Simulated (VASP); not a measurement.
# Pd (P6_3/mmc) in VASP: further runs

Runs on Pd. Level: RPBE. Tasks: single point, relaxation of cell and atoms.

Program: VASP 6.6.1. These are calculated values, not measurements. Logs are shortened: lines on timing, memory, paths and dates and some standing lists are left out, and cuts for length are marked.

### Step 1. The cell of the first run

Symmetry: P6_3/mmc, No. 194, hexagonal system. The conventional cell has a = 2.784 Å, b = 2.784 Å, c = 4.629 Å, α = 90.00°, β = 90.00°, γ = 120.00°. Within 3.7 Å of Pd (site symmetry -6m2) lie 12 Pd at 2.78 to 2.82 Å.

### Step 2. Single point, RPBE

INCAR

```
SYSTEM = Pd
PREC = Accurate
ENCUT = 520
EDIFF = 1E-6
ISMEAR = -1
SIGMA = 0.05
LREAL = .False.
LASPH = .True.
NELM = 80
ALGO = Normal
ISIF = 2
LWAVE = .False.
LCHARG = .True.
GGA = RP
LELF = .True.
LVHAR = .True.
NBANDS = 17
```

KPOINTS

```
regular mesh
0
Gamma
  11 11 6
  0 0 0
```

POSCAR

```
Pd
1.0
    2.7836650458      0.0000000000      0.0000000000
   -1.3918325229      2.4107246453      0.0000000000
    0.0000000000      0.0000000000      4.6288930000
Pd
2
Direct
    0.3333333333      0.6666666667      0.2500000000
    0.6666666667      0.3333333333      0.7500000000
```

Potentials or basis: VASP PAW PBE potentials, release 64 (Pd).

Started as:

```console
$ cat potpaw_PBE.64/Pd/POTCAR > POTCAR
$ mpirun -np 1 vasp_std > vasp.out
```

OUTCAR:

```text
SYSTEM = Pd
   PREC = Accurate
   ENCUT = 520
   EDIFF = 1E-6
   ISMEAR = -1
   LREAL = .False.
   LASPH = .True.
   NELM = 80
   ISIF = 2
   GGA = RP

 ion  position               nearest neighbor table
   1  0.333  0.667  0.250-   2 2.82   2 2.82   2 2.82   2 2.82   2 2.82   2 2.82
   2  0.667  0.333  0.750-   1 2.82   1 2.82   1 2.82   1 2.82   1 2.82   1 2.82

  LATTYP: Found a hexagonal cell.
 ALAT       =     2.7836650458
 C/A-ratio  =     1.6628771507

  Lattice vectors:

 A1 = (   2.7836650458,   0.0000000000,   0.0000000000)
 A2 = (  -1.3918325229,   2.4107246453,   0.0000000000)
 A3 = (   0.0000000000,   0.0000000000,   4.6288930000)

Analysis of symmetry for initial positions (statically):
=====================================================================
 Subroutine PRICEL returns:
 Original cell was already a primitive cell.

 Routine SETGRP: Setting up the symmetry group for a
 hexagonal supercell.

 Subroutine GETGRP returns: Found 24 space group operations
 (whereof 12 operations were pure point group operations)
 out of a pool of 24 trial point group operations.

The static configuration has the point symmetry D_3d.
 The point group associated with its full space group is D_6h.

Analysis of symmetry for dynamics (positions and initial velocities):
=====================================================================
 Subroutine PRICEL returns:
 Original cell was already a primitive cell.

 Routine SETGRP: Setting up the symmetry group for a
 hexagonal supercell.

 Subroutine GETGRP returns: Found 24 space group operations
 (whereof 12 operations were pure point group operations)
 out of a pool of 24 trial point group operations.

The dynamic configuration has the point symmetry D_3d.
 The point group associated with its full space group is D_6h.

 Subroutine INISYM returns: Found 24 space group operations
 (whereof 12 operations are pure point group operations),
 and found     1 'primitive' translations

----------------------------------------------------------------------------------------

                                     Primitive cell

  volume of cell :      31.0629

  direct lattice vectors                    reciprocal lattice vectors
     2.783665046  0.000000000  0.000000000     0.359238624  0.207406516  0.000000000
    -1.391832523  2.410724645  0.000000000     0.000000000  0.414813032  0.000000000
     0.000000000  0.000000000  4.628893000     0.000000000  0.000000000  0.216034374

  length of vectors
     2.783665046  2.783665046  4.628893000     0.414813032  0.414813032  0.216034374

  position of ions in fractional coordinates (direct lattice)
     0.333333333  0.666666667  0.250000000
     0.666666667  0.333333333  0.750000000

  ion indices of the primitive-cell ions
   primitive index   ion index
                 1           1
                 2           2

----------------------------------------------------------------------------------------

 KPOINTS: regular mesh

Automatic generation of k-mesh.
 Grid dimensions read from file:
 generate k-points for:   11   11    6

 Generating k-lattice:

  Cartesian coordinates                     Fractional coordinates (reciprocal lattice)
     0.032658057  0.018855138  0.000000000     0.090909091  0.000000000  0.000000000
     0.000000000  0.037710276  0.000000000     0.000000000  0.090909091  0.000000000
     0.000000000  0.000000000  0.036005729     0.000000000  0.000000000  0.166666667

  Length of vectors
     0.037710276  0.037710276  0.036005729

  Shift w.r.t. Gamma in fractional coordinates (k-lattice)
     0.000000000  0.000000000  0.000000000

 Subroutine IBZKPT returns following result:
 ===========================================

 Found     64 irreducible k-points:

 Following reciprocal coordinates:
            Coordinates               Weight
  0.000000  0.000000  0.000000      1.000000
  0.090909  0.000000  0.000000      6.000000
  0.181818  0.000000  0.000000      6.000000
  0.272727  0.000000  0.000000      6.000000
  0.363636  0.000000  0.000000      6.000000
  0.454545  0.000000  0.000000      6.000000
[... 16 lines left out ...]
  0.090909  0.090909  0.166667     12.000000
  0.181818  0.090909  0.166667     24.000000
 [... further k-points ...]
   k-points           NKPTS =     64   k-points in BZ     NKDIM =     64   number of bands    NBANDS=     17
   number of dos      NEDOS =    301   number of ions     NIONS =      2
   total plane-waves  NPLWV =  20736
   dimension x,y,z NGX =    24 NGY =   24 NGZ =   36
   dimension x,y,z NGXF=    48 NGYF=   48 NGZF=   72
   ions per type =               2
   NGX,Y,Z   is equivalent  to a cutoff of  14.33, 14.33, 12.93 a.u.
   NGXF,Y,Z  is equivalent  to a cutoff of  28.67, 28.67, 25.86 a.u.
 SYSTEM =  Pd
   PREC   = accura    normal or accurate (medium, high low for compatibility)
   ISTART =      0    job   : 0-new  1-cont  2-samecut
   ICHARG =      2    charge: 1-file 2-atom 10-const
   ISPIN  =      1    spin polarized calculation?
   LNONCOLLINEAR =      F non collinear calculations
   LSORBIT =      F    spin-orbit coupling
   LASPH  =      T    aspherical Exc in radial PAW
   ENCUT  =  520.0 eV  38.22 Ry    6.18 a.u.   5.18  5.18  8.61*2*pi/ulx,y,z
   NELM   =     80;   NELMIN=  2; NELMDL= -5     # of ELM steps
   EDIFF  = 0.1E-05   stopping-criterion for ELM
   LREAL  =      F    real-space projection
   EDIFFG = 0.1E-04   stopping-criterion for IOM
   NSW    =      0    number of steps for IOM
   IBRION =     -1    ionic relax: 0-MD 1-quasi-New 2-CG
   NFREE  =      0    steps in history (QN), initial steepest desc. (CG)
   ISIF   =      2    stress and relaxation
   ISYM   =      2    0-nonsym 1-usesym 2-fastsym
   POTIM  = 0.5000    time-step for ionic-motion
   TEBEG  =    0.0;   TEEND  =   0.0 temperature during run
   PSTRESS=    0.0 pullay stress
   NELECT =      20.0000    total number of electrons
   NUPDOWN=      -1.0000    fix difference up-down
   EMIN   =  10.00;   EMAX   =-10.00  energy-range for DOS
   EFERMI =   0.00;   METHOD = LEGACY
   ISMEAR =    -1;   SIGMA  =   0.05  broadening in eV -4-tet -1-fermi 0-gaus
   EFERMI_NEDOS =   21; number of points for ismear=-14 and -15
   IALGO  =     38    algorithm
   IMIX   =      4    mixing-type and parameters
     AMIX     =   0.40;   BMIX     =  1.00
     AMIX_MAG =   1.60;   BMIX_MAG =  1.00
  volume/ion in A,a.u.               =      15.53       104.81
  Fermi-wavevector in a.u.,A,eV,Ry     =   1.413636  2.671385 27.189429  1.998367
  Thomas-Fermi vector in A             =   2.535261
   LORBIT       =      0    0 simple, 1 ext, 2 COOP (PROOUT), +10 PAW based schemes
   GGA     = RP    functional components
   LHFCALC =     F    Hartree Fock is set to
   AEXX    =    0.0000 exact exchange contribution
   IVDW    =     0    specifies the selected vdW correction
   LEPSILON=     F    determine dielectric tensor
   LRPA    =     F    only Hartree local field effects (RPA)
 non-spin polarized calculation
  energy-cutoff  :      520.00
  volume of cell :       31.06
 maximum number of plane-waves:       849
 NGX is ok and might be reduce to    24
   NGX = 11   NGY = 11   NGZ = 17

 number of electron      20.0000008 magnetization

 Free energy of the ion-electron system (eV)
  ---------------------------------------------------
  ext. energy  EPLUGINS =         0.00000000
  ---------------------------------------------------
  free energy    TOTEN  =        -9.19801398 eV

  energy without entropy =       -9.14991914  energy(sigma->0) =       -9.17396656

 E-fermi :   9.0534     XC(G=0): -12.7532

 val. band max:        9.0508068423   @ k =   0.3636   0.0000   0.0000
 cond. band min:       9.0576821573   @ k =   0.4545   0.0000   0.3333
 fundamental gap:      0.0068753150
 Fermi energy:         9.0533875154

 k-point     1 :       0.0000    0.0000    0.0000
  band No.  band energies     occupation
      1       2.3421      2.00000
      2       4.1491      2.00000
      3       6.3482      2.00000
      4       6.5265      2.00000
      5       6.5265      2.00000
      6       6.8522      2.00000
[... 9 lines left out ...]
     16      28.4978      0.00000
     17      30.8637      0.00000

 k-point     2 :       0.0909    0.0000    0.0000
  band No.  band energies     occupation
      1       2.5991      2.00000
      2       4.3272      2.00000
      3       6.1952      2.00000
      4       6.6480      2.00000
      5       6.6941      2.00000
      6       6.7854      2.00000
[... 9 lines left out ...]
     16      28.0233      0.00000
     17      29.3057      0.00000

 k-point     3 :       0.1818    0.0000    0.0000
  band No.  band energies     occupation
      1       3.3024      2.00000
      2       4.7123      2.00000
      3       5.9640      2.00000
      4       6.5084      2.00000
      5       6.5424      2.00000
      6       7.0901      2.00000
[... 9 lines left out ...]
     16      27.7683      0.00000
     17      28.2753      0.00000

 k-point     4 :       0.2727    0.0000    0.0000
  band No.  band energies     occupation
      1       4.1443      2.00000
      2       4.7868      2.00000
      3       5.6662      2.00000
      4       6.1348      2.00000
      5       6.5180      2.00000
      6       6.8797      2.00000
[... 9 lines left out ...]
     16      26.1659      0.00000
     17      27.5943      0.00000
[... 343 lines left out ...]
      1       4.2827      2.00000
      2       4.3685      2.00000
      3       5.2084      2.00000
      4       5.9818      2.00000
      5       6.6697      2.00000
      6       7.1452      2.00000
[... 9 lines left out ...]
     16      22.8277      0.00000
     17      23.8510      0.00000

 k-point    23 :       0.0909    0.0909    0.1667
  band No.  band energies     occupation
      1       3.2924      2.00000
      2       4.6971      2.00000
      3       6.0077      2.00000
      4       6.3817      2.00000
      5       6.5229      2.00000
      6       6.8757      2.00000
[... 9 lines left out ...]
     16      27.8245      0.00000
     17      28.0457      0.00000

 k-point    24 :       0.1818    0.0909    0.1667
  band No.  band energies     occupation
      1       4.0522      2.00000
      2       5.0462      2.00000
      3       5.7563      2.00000
      4       5.9379      2.00000
      5       6.3830      2.00000
      6       6.8224      2.00000
[... 9 lines left out ...]
     16      26.4172      0.00000
     17      27.7262      0.00000

 [... further k-points ...]
[... 5 lines left out ...]
  --------------------------------------------------------------------------------------
  -------------------------------------------------------------------------------------
  Total        0.5526240      0.5526240      0.5753905     -0.0000000     -0.0000000     -0.0000000
  in kB       28.5035291     28.5035291     29.6777890     -0.0000000     -0.0000000     -0.0000000
  external PRESSURE =      28.8949491 kB  Pullay stress =       0.0000000 kB

 VOLUME and BASIS-vectors are now :
 -----------------------------------------------------------------------------
  energy-cutoff  :      520.00
  volume of cell :       31.06
      direct lattice vectors                 reciprocal lattice vectors
     2.783665046  0.000000000  0.000000000     0.359238624  0.207406516  0.000000000
    -1.391832523  2.410724645  0.000000000     0.000000000  0.414813032  0.000000000
     0.000000000  0.000000000  4.628893000     0.000000000  0.000000000  0.216034374

 POSITION                                       TOTAL-FORCE (eV/Angst)
 -----------------------------------------------------------------------------------
     -0.00000      1.60715      1.15722        -0.000000     -0.000000      0.000000
      1.39183      0.80357      3.47167         0.000000      0.000000      0.000000
 -----------------------------------------------------------------------------------
    total drift:                               -0.000000      0.000000     -0.000000

  FREE ENERGIE OF THE ION-ELECTRON SYSTEM (eV)
  ---------------------------------------------------
  free  energy   TOTEN  =        -9.1980139836 eV

  energy  without entropy=       -9.1499191352  energy(sigma->0) =       -9.17396656
```

Run time: 74 s. Hardware: 1 thread of AMD EPYC 7R13, shared host; peak memory 0.14 GiB.

Results:

- Free energy: -9.1980 eV
- Pressure: 2.9 GPa
- Band gap on the k mesh: zero (band 10 reaches 9.18 eV, above the bottom of band 11 at 8.39 eV)

Caveat: the PAW data sets were made with another functional, which shifts forces and pressure a little.

### Step 3. Single point, RPBE

This run uses another cell than the first one, of 15.85 Å³/atom, 1.021 times its volume.

INCAR

```
SYSTEM = Pd
ALGO     = Normal         ! electronic algorithm
EDIFF    = 1E-6           ! SCF threshold, eV
ENCUT    = 520            ! plane-wave cutoff, eV
GGA      = RP             ! functional
ISIF     = 2              ! what is computed and relaxed
ISMEAR   = -1             ! smearing method
LASPH    = .TRUE.         ! aspherical terms in the spheres
LCHARG   = .FALSE.        ! write CHGCAR
LREAL    = .FALSE.        ! projectors in reciprocal space
LWAVE    = .FALSE.        ! write WAVECAR
NBANDS   = 17             ! bands
NELM     = 60             ! most SCF steps
PREC     = Accurate       ! precision mode
SIGMA    = 0.05           ! smearing width, eV
```

KPOINTS

```
k-points
0
G
  11 11 6
  0 0 0
```

POSCAR

```
Pd
1.0
    2.8011139771      0.0000000000      0.0000000000
   -1.4005569885      2.4258358631      0.0000000000
    0.0000000000      0.0000000000      4.6662218901
Pd
2
Direct
    0.3333333333      0.6666666667      0.2500000000
    0.6666666667      0.3333333333      0.7500000000
```

Potentials or basis: VASP PAW PBE potentials, release 64 (Pd).

Started as:

```console
$ cat potpaw_PBE.64/Pd/POTCAR > POTCAR
$ mpirun -np 1 vasp_std > vasp.out
```

It took 79 s on 1 thread of AMD EPYC 7R13, shared host; peak memory 0.14 GiB.

It converged, with:

* Free energy: -9.2036 eV
* Pressure: -0.2 GPa
* Band gap on the k mesh: zero (band 10 reaches 8.85 eV, above the bottom of band 11 at 8.09 eV)

Stress tensor (GPa, compression positive):
```
-0.20  0.00  0.00
 0.00 -0.20  0.00
 0.00  0.00 -0.27
```

Levels at points of the mesh, in eV from the Fermi level:
| k point | band 6 | band 7 | band 8 | band 9 | band 10 | band 11 | band 12 | band 13 | band 14 | band 15 |
| --- | --- | --- | --- | --- | --- | --- | --- | --- | --- | --- |
| (0.00, 0.00, 0.00) | -2.13 | -2.13 | -1.50 | -1.50 | -0.23 | -0.23 | 1.04 | 6.51 | 17.03 | 18.57 |
| (0.00, 0.00, 0.50) | -2.48 | -2.48 | -2.48 | -0.64 | -0.64 | -0.64 | -0.64 | 13.53 | 13.53 | 17.50 |

Caveat: the PAW data sets were made with another functional, which shifts forces and pressure a little.

### Step 4. Relaxation of cell and atoms, RPBE

INCAR

```
PREC     = Accurate       # precision mode
ENCUT    = 600            # plane-wave cutoff, eV
EDIFF    = 1E-6           # SCF threshold, eV
ISMEAR   = -1             # smearing method
SIGMA    = 0.05           # smearing width, eV
LREAL    = F              # projectors in reciprocal space
LASPH    = T              # aspherical terms in the spheres
NELM     = 100            # most SCF steps
ALGO     = Normal         # electronic algorithm
ISIF     = 3              # what is computed and relaxed
LWAVE    = F              # write WAVECAR
LCHARG   = F              # write CHGCAR
GGA      = RP             # functional
IBRION   = 2              # ionic algorithm
NSW      = 60             # ionic steps
EDIFFG   = -0.01          # ionic threshold
```

KPOINTS

```
Automatic mesh
0
Gamma
  11 11 6
```

POSCAR

```
Pd
1.0
    2.7836650458      0.0000000000      0.0000000000
   -1.3918325229      2.4107246453      0.0000000000
    0.0000000000      0.0000000000      4.6288930000
Pd
2
Direct
    0.3333333333      0.6666666667      0.2500000000
    0.6666666667      0.3333333333      0.7500000000
```

Started as:

```console
$ cat potpaw_PBE.64/Pd/POTCAR > POTCAR
$ mpirun -np 1 vasp_std > vasp.out
```

Wall time 2.6 min (1 thread of AMD EPYC 7R13, shared host); peak memory 0.16 GiB.

Results (log left out):

| Quantity | Value |
| --- | --- |
| Free energy | -9.2037 eV |
| Relaxed volume | 15.82 Å³/atom |
| Relaxed cell | a = 2.801 Å, b = 2.801 Å, c = 4.658 Å, α = 90.00°, β = 90.00°, γ = 120.00° |
| Space group after relaxing (to 0.05 Å) | P6_3/mmc (No. 194) |
| Energy gained by relaxing | 2.5 meV/atom |
| Ionic steps | 3 |
| Pressure after relaxing | 0.0 GPa |
| Band gap on the k mesh | zero (band 10 reaches 8.88 eV, above the bottom of band 11 at 8.12 eV) |

Stress tensor (GPa, compression positive):
```
-0.02  0.00  0.00
 0.00 -0.02  0.00
 0.00  0.00  0.06
```

The path:
```tsv
step	energy change (eV)	largest force (eV/Å)	pressure (GPa)	volume (Å³)
1	0.0000	0.0000	2.83	31.06
2	0.0011	0.0000	-2.86	32.31
3	-0.0050	0.0000	0.01	31.65
```

Final structure:
```xyz
2
Lattice="2.8007 0.0000 0.0000 -1.4004 2.4255 0.0000 0.0000 0.0000 4.6584" Properties=species:S:1:pos:R:3 pbc="T T T"
Pd    0.0000    1.6170    1.1646
Pd    1.4004    0.8085    3.4938
```

Levels at points of the mesh, in eV from the Fermi level:
| k point | band 7 | band 8 | band 9 | band 10 | band 11 | band 12 | band 13 | band 14 |
| --- | --- | --- | --- | --- | --- | --- | --- | --- |
| (0.00, 0.00, 0.00) | -2.14 | -1.51 | -1.51 | -0.23 | -0.23 | 1.05 | 6.55 | 17.03 |
| (0.00, 0.00, 0.50) | -2.49 | -2.49 | -0.64 | -0.64 | -0.64 | -0.64 | 13.58 | 13.58 |

Caveat: the PAW data sets were made with another functional, which shifts forces and pressure a little.

### Step 5. The runs side by side

```csv
task,cell,cutoff (eV),gap on the mesh (eV),pressure (GPa)
single point,"a = 2.784, b = 2.784, c = 4.629 Å, angles 90.0, 90.0, 120.0°, 2 atoms",520,none,2.9
single point,"a = 2.801, b = 2.801, c = 4.666 Å, angles 90.0, 90.0, 120.0°, 2 atoms",520,none,-0.2
relaxation of cell and atoms,"relaxed from a = 2.784, b = 2.784, c = 4.629 Å, angles 90.0, 90.0, 120.0°, 2 atoms",600,none,0.0
```

Alike in all rows: level RPBE; potentials or basis VASP PAW PBE potentials, release 64 (Pd); no spin polarisation; k mesh 11 × 11 × 6; smearing fermi-dirac 0.05 eV.

Caveats: the PAW data sets were made with another functional, which shifts forces and pressure a little.

Absolute energies hang on the potentials; compare differences alone.
